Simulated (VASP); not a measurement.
**Zr: single point with PBE**

Zr:

```
Zr
1.0
     3.09914    0.00000    0.00000
    -1.54957    2.68394    0.00000
     0.00000    0.00000    4.94686
Zr
2
Direct
  0.33333 0.66667 0.25000
  0.66667 0.33333 0.75000
```

| Item | Value |
| --- | --- |
| Program | VASP 6.6.1 |
| Task | single point |
| Functional | PBE |
| Potentials or basis | VASP PAW PBE potentials, release 64 (Zr_sv) |
| Cutoff | 520 eV |
| k mesh | 18 × 18 × 10 |
| Occupations | fermi-dirac, width 0.05 eV |
| Spin | collinear spin |
| Starting moments | [1.0, 1.0] μB |

```
Pressure                                              : 14.8 GPa
Band gap on the k mesh                                : zero (filled and empty bands overlap)
Net moment                                            : 0.00 μB per cell
Valence electrons inside the program's atomic spheres : Zr 9.99
```

Stress tensor (GPa, compression positive):
```
14.18  0.00  0.00
 0.00 14.18  0.00
 0.00  0.00 16.01
```

Levels at points of the mesh, in eV from the Fermi level:
Spin up:
| k point | band 8 | band 9 | band 10 | band 11 | band 12 | band 13 | band 14 | band 15 | band 16 | band 17 |
| --- | --- | --- | --- | --- | --- | --- | --- | --- | --- | --- |
| (0.00, 0.00, 0.00) | -25.93 | -5.85 | -3.39 | 0.86 | 0.86 | 1.02 | 1.67 | 1.67 | 1.70 | 2.37 |
| (0.50, 0.00, 0.00) | -26.10 | -3.06 | -2.69 | -2.54 | 0.10 | 0.50 | 0.92 | 1.68 | 5.64 | 6.11 |
| (0.00, 0.00, 0.50) | -26.04 | -3.99 | -3.99 | 0.02 | 0.02 | 0.76 | 0.76 | 0.76 | 0.76 | 4.50 |
| (0.50, 0.00, 0.50) | -26.28 | -3.26 | -3.26 | -1.33 | -1.33 | 2.14 | 2.14 | 2.45 | 2.45 | 5.92 |
Spin down:
```tsv
k point	band 9	band 10	band 11	band 12	band 13	band 14	band 15	band 16
(0.00, 0.00, 0.00)	-5.85	-3.39	0.86	0.86	1.02	1.67	1.67	1.70
(0.50, 0.00, 0.00)	-3.06	-2.69	-2.54	0.10	0.50	0.92	1.68	5.64
(0.00, 0.00, 0.50)	-3.99	-3.99	0.02	0.02	0.76	0.76	0.76	0.76
(0.50, 0.00, 0.50)	-3.26	-3.26	-1.33	-1.33	2.14	2.14	2.45	2.45
```

Run time: 2.9 min on 1 thread of AMD EPYC 9R45 96-Core Processor (Zen 5) (shared host), peak memory 0.35 GiB.

Caveat: the cell stands under pressure.
